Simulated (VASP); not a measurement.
# Ni (P6/mmm) in VASP: a series of runs, part 3 of 3

VASP 6.6.1. The steps go on from the part before.

### Step 6. Single point, PBEsol

File INCAR:

```
SYSTEM = Ni
ALGO = Normal
EDIFF = 1E-7
ENCUT = 520
GGA = PS
ISIF = 2
ISMEAR = -1
LASPH = .True.
LCHARG = .False.
LREAL = .False.
LWAVE = .False.
NBANDS = 22
NELM = 100
PREC = Accurate
SIGMA = 0.1
```

File KPOINTS:

```
k-points
0
Gamma
  10 10 15
  0 0 0
```

File POSCAR:

```
Ni
1.0
    3.9307638014      0.0000000000      0.0000000000
   -1.9653819007      3.4041413083      0.0000000000
    0.0000000000      0.0000000000      2.3640463770
Ni
3
Direct
    1.0000000000      1.0000000000      0.0000000000
    0.3333333333      0.6666666667      0.5000000000
    0.6666666667      0.3333333333      0.5000000000
```

Potentials or basis: VASP PAW PBE potentials, release 64 (Ni).

Launch:

```console
$ cat potpaw_PBE.64/Ni/POTCAR > POTCAR
$ mpirun -np 1 vasp_std > vasp.out
```

OUTCAR:

```text
SYSTEM = Ni
   EDIFF = 1E-7
   ENCUT = 520
   GGA = PS
   ISIF = 2
   ISMEAR = -1
   LASPH = .True.
   LREAL = .False.
   NELM = 100
   PREC = Accurate

 ion  position               nearest neighbor table
   1  0.000  0.000  0.000-   2 2.56   3 2.56   2 2.56   3 2.56   3 2.56   3 2.56   2 2.56   2 2.56
                             3 2.56   3 2.56   2 2.56   2 2.56
   2  0.333  0.667  0.500-   3 2.27   3 2.27   3 2.27   1 2.56   1 2.56   1 2.56   1 2.56   1 2.56
                             1 2.56
   3  0.667  0.333  0.500-   2 2.27   2 2.27   2 2.27   1 2.56   1 2.56   1 2.56   1 2.56   1 2.56
                             1 2.56

  LATTYP: Found a hexagonal cell.
 ALAT       =     3.9307638014
 C/A-ratio  =     0.6014216311

  Lattice vectors:

 A1 = (   3.9307638014,   0.0000000000,   0.0000000000)
 A2 = (  -1.9653819007,   3.4041413083,   0.0000000000)
 A3 = (   0.0000000000,   0.0000000000,   2.3640463770)

Analysis of symmetry for initial positions (statically):
=====================================================================
 Subroutine PRICEL returns:
 Original cell was already a primitive cell.

 Routine SETGRP: Setting up the symmetry group for a
 hexagonal supercell.

 Subroutine GETGRP returns: Found 24 space group operations
 (whereof 24 operations were pure point group operations)
 out of a pool of 24 trial point group operations.

The static configuration has the point symmetry D_6h.

Analysis of symmetry for dynamics (positions and initial velocities):
=====================================================================
 Subroutine PRICEL returns:
 Original cell was already a primitive cell.

 Routine SETGRP: Setting up the symmetry group for a
 hexagonal supercell.

 Subroutine GETGRP returns: Found 24 space group operations
 (whereof 24 operations were pure point group operations)
 out of a pool of 24 trial point group operations.

The dynamic configuration has the point symmetry D_6h.

[... 111 lines left out ...]
   NELECT =      30.0000    total number of electrons
   NUPDOWN=      -1.0000    fix difference up-down
   EMIN   =  10.00;   EMAX   =-10.00  energy-range for DOS
   EFERMI =   0.00;   METHOD = LEGACY
   ISMEAR =    -1;   SIGMA  =   0.10  broadening in eV -4-tet -1-fermi 0-gaus
   EFERMI_NEDOS =   21; number of points for ismear=-14 and -15
   IALGO  =     38    algorithm
   IMIX   =      4    mixing-type and parameters
     AMIX     =   0.40;   BMIX     =  1.00
     AMIX_MAG =   1.60;   BMIX_MAG =  1.00
  volume/ion in A,a.u.               =      10.54        71.16
  Fermi-wavevector in a.u.,A,eV,Ry     =   1.608428  3.039489 35.198844  2.587042
  Thomas-Fermi vector in A             =   2.704299
   LORBIT       =      0    0 simple, 1 ext, 2 COOP (PROOUT), +10 PAW based schemes
   GGA     = PS    functional components
   LHFCALC =     F    Hartree Fock is set to
   AEXX    =    0.0000 exact exchange contribution
   IVDW    =     0    specifies the selected vdW correction
   LEPSILON=     F    determine dielectric tensor
   LRPA    =     F    only Hartree local field effects (RPA)
 non-spin polarized calculation
  energy-cutoff  :      520.00
  volume of cell :       31.63
 maximum number of plane-waves:       879
 NGX is ok and might be reduce to    30
   NGX = 15   NGY = 15   NGZ =  9

 number of electron      30.0000003 magnetization

 Free energy of the ion-electron system (eV)
  ---------------------------------------------------
  ext. energy  EPLUGINS =         0.00000000
  ---------------------------------------------------
  free energy    TOTEN  =       -18.04566492 eV

  energy without entropy =      -17.79584629  energy(sigma->0) =      -17.92075560

 E-fermi :   9.5005     XC(G=0): -13.6115

 val. band max:        9.4984128248   @ k =   0.3000   0.2000   0.2667
 cond. band min:       9.5027141574   @ k =   0.4000   0.1000   0.4000
 fundamental gap:      0.0043013327
 Fermi energy:         9.5005192496

 k-point     1 :       0.0000    0.0000    0.0000
  band No.  band energies     occupation
      1       0.3652      2.00000
      2       5.4382      2.00000
      3       6.6222      2.00000
      4       6.6222      2.00000
      5       6.6393      2.00000
      6       6.6393      2.00000
[... 589 lines left out ...]
     21      25.5971      0.00000
     22      26.6409      0.00000

 [... further k-points ...]
[... 5 lines left out ...]
  --------------------------------------------------------------------------------------
  -------------------------------------------------------------------------------------
  Total        0.0127991      0.0127991     -0.0445807      0.0000000      0.0000000      0.0000000
  in kB        0.6482618      0.6482618     -2.2579640      0.0000000      0.0000000      0.0000000
  external PRESSURE =      -0.3204801 kB  Pullay stress =       0.0000000 kB

 VOLUME and BASIS-vectors are now :
 -----------------------------------------------------------------------------
  energy-cutoff  :      520.00
  volume of cell :       31.63
      direct lattice vectors                 reciprocal lattice vectors
     3.930763801  0.000000000  0.000000000     0.254403483  0.146879919  0.000000000
    -1.965381901  3.404141308  0.000000000     0.000000000  0.293759838  0.000000000
     0.000000000  0.000000000  2.364046377     0.000000000  0.000000000  0.423003546

 POSITION                                       TOTAL-FORCE (eV/Angst)
 -----------------------------------------------------------------------------------
      0.00000      0.00000      0.00000         0.000000      0.000000      0.000000
     -0.00000      2.26943      1.18202        -0.000000      0.000000      0.000000
      1.96538      1.13471      1.18202         0.000000     -0.000000     -0.000000
 -----------------------------------------------------------------------------------
    total drift:                               -0.000000      0.000000      0.000000

  FREE ENERGIE OF THE ION-ELECTRON SYSTEM (eV)
  ---------------------------------------------------
  free  energy   TOTEN  =       -18.0456649189 eV

  energy  without entropy=      -17.7958462877  energy(sigma->0) =      -17.92075560
```

stdout:

```text
POSCAR found type information on POSCAR Ni
 POSCAR found :  1 types and       3 ions
 scaLAPACK will be used
 -----------------------------------------------------------------------------
|                                                                             |
|                                                                             |
|     You enforced a specific xc type in the INCAR file but a different       |
|     I HOPE YOU KNOW WHAT YOU ARE DOING!                                     |
|                                                                             |
 -----------------------------------------------------------------------------

 LDA part: xc-table for (Slater+PW92), standard interpolation
 POSCAR, INCAR and KPOINTS ok, starting setup
 FFT: planning ... GRIDC
 FFT: planning ... GRID_SOFT
 FFT: planning ... GRID
 WAVECAR not read
 entering main loop
```

Run time: 66 s. Hardware: 1 thread of Intel Xeon Platinum 8259CL at 2.50GHz (Skylake/Cascade Lake), shared host; peak memory 0.18 GiB.

What came out:

- Free energy: -18.0457 eV
- Pressure: 0.0 GPa
- Band gap on the k mesh: zero (band 15 reaches 9.91 eV, above the bottom of band 16 at 9.32 eV)

Stress tensor (GPa, compression positive):
```
 0.06  0.00  0.00
 0.00  0.06  0.00
 0.00  0.00 -0.23
```

Caveat: the PAW data sets were made with another functional, which shifts forces and pressure a little; the run has no spin polarisation, though such a crystal can be magnetic. Spin polarisation is off, so any magnetic state and its effect on volume and gap are missing.

### Step 7. The runs side by side

```tsv
cell	k mesh	gap on the mesh (eV)	pressure (GPa)
a = 3.931, b = 3.931, c = 2.364 Å, angles 90.0, 90.0, 120.0°, 3 atoms	9 × 9 × 13	none	0.0
a = 3.767, b = 3.767, c = 2.265 Å, angles 90.0, 90.0, 120.0°, 3 atoms	10 × 10 × 15	none	38.2
a = 3.823, b = 3.823, c = 2.299 Å, angles 90.0, 90.0, 120.0°, 3 atoms	10 × 10 × 15	none	22.3
a = 3.878, b = 3.878, c = 2.332 Å, angles 90.0, 90.0, 120.0°, 3 atoms	10 × 10 × 15	none	9.9
a = 3.931, b = 3.931, c = 2.364 Å, angles 90.0, 90.0, 120.0°, 3 atoms	10 × 10 × 15	none	0.0
```

Alike in all rows: task single point; level PBEsol; potentials or basis VASP PAW PBE potentials, release 64 (Ni); no spin polarisation; cutoff (eV) 520; smearing fermi-dirac 0.1 eV.

Caveats: the PAW data sets were made with another functional, which shifts forces and pressure a little; the run has no spin polarisation, though such a crystal can be magnetic.

Total energies depend on the potentials used, so only differences within one code and one set of settings carry meaning.
